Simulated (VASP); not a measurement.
# KCaInWO6 (F-43m) in VASP: single point with PBEsol

Aim: the single point of KCaInWO6 with PBEsol.

Program: VASP 6.6.1. These are calculated values, not measurements. Logs are shortened: lines on timing, memory, paths and dates and some standing lists are left out, and cuts for length are marked.

## (1) The cell of the first run

It takes space group F-43m (No. 216, cubic). The conventional cell has a = 8.047 Å, b = 8.047 Å, c = 8.047 Å, α = 90.00°, β = 90.00°, γ = 90.00°. Within 3.8 Å of K (site symmetry -43m) lie 12 O at 2.85 Å and 4 In at 3.48 Å and 4 W at 3.48 Å. Within 3.8 Å of Ca (site symmetry -43m) lie 12 O at 2.85 Å and 4 In at 3.48 Å and 4 W at 3.48 Å. Within 2.8 Å of In (site symmetry -43m) lie 6 O at 2.12 Å. W (site symmetry -43m) has 6 O at 1.91 Å within 2.5 Å. O (site symmetry 2mm) has 1 W at 1.91 Å and 1 In at 2.12 Å within 2.5 Å.

## (2) Single point, PBEsol

File INCAR:

```
SYSTEM = KCaInWO6
PREC = Accurate
ENCUT = 520
EDIFF = 1E-6
ISMEAR = 0
SIGMA = 0.05
LREAL = .False.
LASPH = .True.
NELM = 100
ALGO = Normal
ISIF = 2
LWAVE = .False.
LCHARG = .False.
GGA = PS
NBANDS = 52
```

File KPOINTS:

```
regular mesh
0
Gamma
  6 6 6
  0 0 0
```

File POSCAR:

```
KCaInWO6
1.0
    0.0000000000      4.0235138778      4.0235138778
    4.0235138778      0.0000000000      4.0235138778
    4.0235138778      4.0235138778      0.0000000000
K Ca In W O
1 1 1 1 6
Direct
    0.7500000000      0.7500000000      0.7500000000
    0.2500000000      0.2500000000      0.2500000000
    0.0000000000      0.0000000000      0.0000000000
    0.5000000000      0.5000000000      0.5000000000
    0.7370708592      0.2629291408      0.2629291408
    0.2629291408      0.7370708592      0.7370708592
    0.7370708592      0.7370708592      0.2629291408
    0.2629291408      0.2629291408      0.7370708592
    0.2629291408      0.7370708592      0.2629291408
    0.7370708592      0.2629291408      0.7370708592
```

Potentials or basis: VASP PAW PBE potentials, release 64 (K_sv, Ca_sv, In_d, W_sv, O).

The run is started by

```bash
> cat potpaw_PBE.64/K_sv/POTCAR potpaw_PBE.64/Ca_sv/POTCAR potpaw_PBE.64/In_d/POTCAR potpaw_PBE.64/W_sv/POTCAR potpaw_PBE.64/O/POTCAR > POTCAR
> mpirun -np 1 vasp_std > vasp.out
```

OUTCAR:

```text
SYSTEM = KCaInWO6
   PREC = Accurate
   ENCUT = 520
   EDIFF = 1E-6
   ISMEAR = 0
   LREAL = .False.
   LASPH = .True.
   NELM = 100
   ISIF = 2
   GGA = PS

 ion  position               nearest neighbor table
   1  0.750  0.750  0.750-   6 2.85   8 2.85   9 2.85   5 2.85   8 2.85  10 2.85   5 2.85   7 2.85
                             9 2.85   6 2.85   7 2.85  10 2.85   4 3.48   3 3.48   4 3.48   4 3.48
   2  0.250  0.250  0.250-   3 3.48   3 3.48   3 3.48   3 3.48
   3  0.000  0.000  0.000-   5 2.12   6 2.12   7 2.12   8 2.12   9 2.12  10 2.12   1 3.48   2 3.48
                             1 3.48   1 3.48   1 3.48   2 3.48   2 3.48   2 3.48
   4  0.500  0.500  0.500-   5 1.91   6 1.91   7 1.91   8 1.91   9 1.91  10 1.91   1 3.48   1 3.48
                             1 3.48   1 3.48
   5  0.737  0.263  0.263-   4 1.91   3 2.12   1 2.85   1 2.85
   6  0.263  0.737  0.737-   4 1.91   3 2.12   1 2.85   1 2.85
   7  0.737  0.737  0.263-   4 1.91   3 2.12   1 2.85   1 2.85
   8  0.263  0.263  0.737-   4 1.91   3 2.12   1 2.85   1 2.85
   9  0.263  0.737  0.263-   4 1.91   3 2.12   1 2.85   1 2.85
  10  0.737  0.263  0.737-   4 1.91   3 2.12   1 2.85   1 2.85

  LATTYP: Found a face centered cubic cell.
 ALAT       =     8.0470277556

  Lattice vectors:

 A1 = (   0.0000000000,   4.0235138778,   4.0235138778)
 A2 = (   4.0235138778,   0.0000000000,   4.0235138778)
 A3 = (   4.0235138778,   4.0235138778,   0.0000000000)

Analysis of symmetry for initial positions (statically):
=====================================================================
 Subroutine PRICEL returns:
 Original cell was already a primitive cell.

 Routine SETGRP: Setting up the symmetry group for a
 face centered cubic supercell.

 Subroutine GETGRP returns: Found 24 space group operations
 (whereof 24 operations were pure point group operations)
 out of a pool of 48 trial point group operations.

The static configuration has the point symmetry T_d .

Analysis of symmetry for dynamics (positions and initial velocities):
=====================================================================
 Subroutine PRICEL returns:
 Original cell was already a primitive cell.

 Routine SETGRP: Setting up the symmetry group for a
 face centered cubic supercell.

 Subroutine GETGRP returns: Found 24 space group operations
 (whereof 24 operations were pure point group operations)
 out of a pool of 48 trial point group operations.

The dynamic configuration has the point symmetry T_d .

 Subroutine INISYM returns: Found 24 space group operations
 (whereof 24 operations are pure point group operations),
 and found     1 'primitive' translations

----------------------------------------------------------------------------------------

                                     Primitive cell

  volume of cell :     130.2706

  direct lattice vectors                    reciprocal lattice vectors
     0.000000000  4.023513878  4.023513878    -0.124269486  0.124269486  0.124269486
     4.023513878  0.000000000  4.023513878     0.124269486 -0.124269486  0.124269486
     4.023513878  4.023513878  0.000000000     0.124269486  0.124269486 -0.124269486

  length of vectors
     5.690107894  5.690107894  5.690107894     0.215241063  0.215241063  0.215241063

  position of ions in fractional coordinates (direct lattice)
     0.750000000  0.750000000  0.750000000
     0.250000000  0.250000000  0.250000000
     0.000000000  0.000000000  0.000000000
     0.500000000  0.500000000  0.500000000
     0.737070859  0.262929141  0.262929141
     0.262929141  0.737070859  0.737070859
     0.737070859  0.737070859  0.262929141
     0.262929141  0.262929141  0.737070859
     0.262929141  0.737070859  0.262929141
     0.737070859  0.262929141  0.737070859

  ion indices of the primitive-cell ions
   primitive index   ion index
                 1           1
                 2           2
                 3           3
                 4           4
                 5           5
                 6           6
                 7           7
                 8           8
                 9           9
                10          10

----------------------------------------------------------------------------------------

 KPOINTS: regular mesh

Automatic generation of k-mesh.
 Grid dimensions read from file:
 generate k-points for:    6    6    6

 Generating k-lattice:

  Cartesian coordinates                     Fractional coordinates (reciprocal lattice)
    -0.020711581  0.020711581  0.020711581     0.166666667  0.000000000  0.000000000
     0.020711581 -0.020711581  0.020711581     0.000000000  0.166666667  0.000000000
     0.020711581  0.020711581 -0.020711581     0.000000000  0.000000000  0.166666667

  Length of vectors
     0.035873510  0.035873510  0.035873510

  Shift w.r.t. Gamma in fractional coordinates (k-lattice)
     0.000000000  0.000000000  0.000000000

 Subroutine IBZKPT returns following result:
 ===========================================

 Found     16 irreducible k-points:

 Following reciprocal coordinates:
            Coordinates               Weight
  0.000000  0.000000  0.000000      1.000000
  0.166667  0.000000  0.000000      8.000000
  0.333333  0.000000  0.000000      8.000000
  0.500000  0.000000  0.000000      4.000000
  0.166667  0.166667  0.000000      6.000000
  0.333333  0.166667  0.000000     24.000000
[... 8 lines left out ...]
 -0.333333  0.333333  0.166667     24.000000
 -0.333333  0.500000  0.166667     12.000000
   k-points           NKPTS =     16   k-points in BZ     NKDIM =     16   number of bands    NBANDS=     52
   number of dos      NEDOS =    301   number of ions     NIONS =     10
   total plane-waves  NPLWV =  74088
   dimension x,y,z NGX =    42 NGY =   42 NGZ =   42
   dimension x,y,z NGXF=    84 NGYF=   84 NGZF=   84
   ions per type =               1   1   1   1   6
   NGX,Y,Z   is equivalent  to a cutoff of  12.27, 12.27, 12.27 a.u.
   NGXF,Y,Z  is equivalent  to a cutoff of  24.54, 24.54, 24.54 a.u.
 SYSTEM =  KCaInWO6
   PREC   = accura    normal or accurate (medium, high low for compatibility)
   ISTART =      0    job   : 0-new  1-cont  2-samecut
   ICHARG =      2    charge: 1-file 2-atom 10-const
   ISPIN  =      1    spin polarized calculation?
   LNONCOLLINEAR =      F non collinear calculations
   LSORBIT =      F    spin-orbit coupling
   LASPH  =      T    aspherical Exc in radial PAW
   ENCUT  =  520.0 eV  38.22 Ry    6.18 a.u.  10.58 10.58 10.58*2*pi/ulx,y,z
   NELM   =    100;   NELMIN=  2; NELMDL= -5     # of ELM steps
   EDIFF  = 0.1E-05   stopping-criterion for ELM
   LREAL  =      F    real-space projection
   EDIFFG = 0.1E-04   stopping-criterion for IOM
   NSW    =      0    number of steps for IOM
   IBRION =     -1    ionic relax: 0-MD 1-quasi-New 2-CG
   NFREE  =      0    steps in history (QN), initial steepest desc. (CG)
   ISIF   =      2    stress and relaxation
   ISYM   =      2    0-nonsym 1-usesym 2-fastsym
   POTIM  = 0.5000    time-step for ionic-motion
   TEBEG  =    0.0;   TEEND  =   0.0 temperature during run
   PSTRESS=    0.0 pullay stress
   NELECT =      82.0000    total number of electrons
   NUPDOWN=      -1.0000    fix difference up-down
   EMIN   =  10.00;   EMAX   =-10.00  energy-range for DOS
   EFERMI =   0.00;   METHOD = LEGACY
   ISMEAR =     0;   SIGMA  =   0.05  broadening in eV -4-tet -1-fermi 0-gaus
   EFERMI_NEDOS =   21; number of points for ismear=-14 and -15
   IALGO  =     38    algorithm
   IMIX   =      4    mixing-type and parameters
     AMIX     =   0.40;   BMIX     =  1.00
     AMIX_MAG =   1.60;   BMIX_MAG =  1.00
  volume/ion in A,a.u.               =      13.03        87.91
  Fermi-wavevector in a.u.,A,eV,Ry     =   1.403020  2.651324 26.782604  1.968466
  Thomas-Fermi vector in A             =   2.525724
   LORBIT       =      0    0 simple, 1 ext, 2 COOP (PROOUT), +10 PAW based schemes
   GGA     = PS    functional components
   LHFCALC =     F    Hartree Fock is set to
   AEXX    =    0.0000 exact exchange contribution
   IVDW    =     0    specifies the selected vdW correction
   LEPSILON=     F    determine dielectric tensor
   LRPA    =     F    only Hartree local field effects (RPA)
 non-spin polarized calculation
 Gauss-broadening in eV      SIGMA  =   0.05
  energy-cutoff  :      520.00
  volume of cell :      130.27
 maximum number of plane-waves:      3539
   NGX = 21   NGY = 21   NGZ = 21

 number of electron      82.0000019 magnetization

 Free energy of the ion-electron system (eV)
  ---------------------------------------------------
  ext. energy  EPLUGINS =         0.00000000
  ---------------------------------------------------
  free energy    TOTEN  =       -73.18643682 eV

  energy without entropy =      -73.18643682  energy(sigma->0) =      -73.18643682

 E-fermi :   3.7270     XC(G=0): -11.0075

 val. band max:        3.4426475784   @ k =   0.0000   0.0000   0.0000
 cond. band min:       6.5638432714   @ k =   0.5000   0.5000   0.0000
 fundamental gap:      3.1211956930
 Fermi energy:         3.7270319027

 k-point     1 :       0.0000    0.0000    0.0000
  band No.  band energies     occupation
      1     -71.0039      2.00000
      2     -36.2789      2.00000
      3     -35.2579      2.00000
      4     -35.2579      2.00000
      5     -35.2579      2.00000
      6     -23.7063      2.00000
[... 44 lines left out ...]
     51      10.3359      0.00000
     52      12.5958      0.00000

 k-point     2 :       0.1667    0.0000    0.0000
  band No.  band energies     occupation
      1     -71.0039      2.00000
      2     -36.2789      2.00000
      3     -35.2579      2.00000
      4     -35.2579      2.00000
      5     -35.2579      2.00000
      6     -23.7055      2.00000
[... 44 lines left out ...]
     51      10.5766      0.00000
     52      12.3026      0.00000
[... 713 lines left out ...]
     51      11.1691      0.00000
     52      11.7258      0.00000

 k-point    16 :      -0.3333    0.5000    0.1667
  band No.  band energies     occupation
      1     -71.0039      2.00000
      2     -36.2793      2.00000
      3     -35.2581      2.00000
      4     -35.2580      2.00000
      5     -35.2574      2.00000
      6     -23.7017      2.00000
[... 44 lines left out ...]
     51      11.3251      0.00000
     52      11.8311      0.00000

------------------------ aborting loop because EDIFF is reached ----------------------------------------

  FORCE on cell =-STRESS in cart. coord.  units (eV):
  Direction    XX          YY          ZZ          XY          YZ          ZX
  --------------------------------------------------------------------------------------
  -------------------------------------------------------------------------------------
  Total        0.8398363      0.8398363      0.8398363     -0.0000000      0.0000000     -0.0000000
  in kB       10.3290099     10.3290099     10.3290099     -0.0000000      0.0000000     -0.0000000
  external PRESSURE =      10.3290099 kB  Pullay stress =       0.0000000 kB

 VOLUME and BASIS-vectors are now :
 -----------------------------------------------------------------------------
  energy-cutoff  :      520.00
  volume of cell :      130.27
      direct lattice vectors                 reciprocal lattice vectors
     0.000000000  4.023513878  4.023513878    -0.124269486  0.124269486  0.124269486
     4.023513878  0.000000000  4.023513878     0.124269486 -0.124269486  0.124269486
     4.023513878  4.023513878  0.000000000     0.124269486  0.124269486 -0.124269486

 POSITION                                       TOTAL-FORCE (eV/Angst)
 -----------------------------------------------------------------------------------
      6.03527      6.03527      6.03527        -0.000000      0.000000      0.000000
      2.01176      2.01176      2.01176        -0.000000     -0.000000      0.000000
      0.00000      0.00000      0.00000        -0.000000     -0.000000      0.000000
      4.02351      4.02351      4.02351        -0.000000      0.000000      0.000000
      2.11580      4.02351      4.02351        -0.155509     -0.000000      0.000000
      5.93123      4.02351      4.02351         0.155509     -0.000000      0.000000
      4.02351      4.02351      5.93123        -0.000000     -0.000000      0.155509
      4.02351      4.02351      2.11580        -0.000000     -0.000000     -0.155509
      4.02351      2.11580      4.02351        -0.000000     -0.155509      0.000000
      4.02351      5.93123      4.02351        -0.000000      0.155509      0.000000
 -----------------------------------------------------------------------------------
    total drift:                                0.000000      0.000000      0.000000

  FREE ENERGIE OF THE ION-ELECTRON SYSTEM (eV)
  ---------------------------------------------------
  free  energy   TOTEN  =       -73.1864368167 eV

  energy  without entropy=      -73.1864368167  energy(sigma->0) =      -73.18643682
```

Wall time 3.6 min (1 thread of Oxide Virtual Turin-like, shared host); peak memory 0.28 GiB.

Results:

| Item | Value |
| --- | --- |
| Free energy | -73.1864 eV |
| Pressure | 1.0 GPa |
| Largest force | 0.156 eV/Å |
| Band gap on the k mesh | 3.12 eV (least direct gap 3.18 eV) |

Forces on the atoms (eV/Å):
```
K    0.000  0.000  0.000
Ca   0.000  0.000  0.000
In   0.000  0.000  0.000
W    0.000  0.000  0.000
O   -0.156  0.000  0.000
O    0.156  0.000  0.000
O    0.000  0.000  0.156
O    0.000  0.000 -0.156
O    0.000 -0.156  0.000
O    0.000  0.156  0.000
```

Caveat: the PAW data sets were made with another functional, which shifts forces and pressure a little; spin-orbit coupling is left out, which moves the levels of the heavy elements.
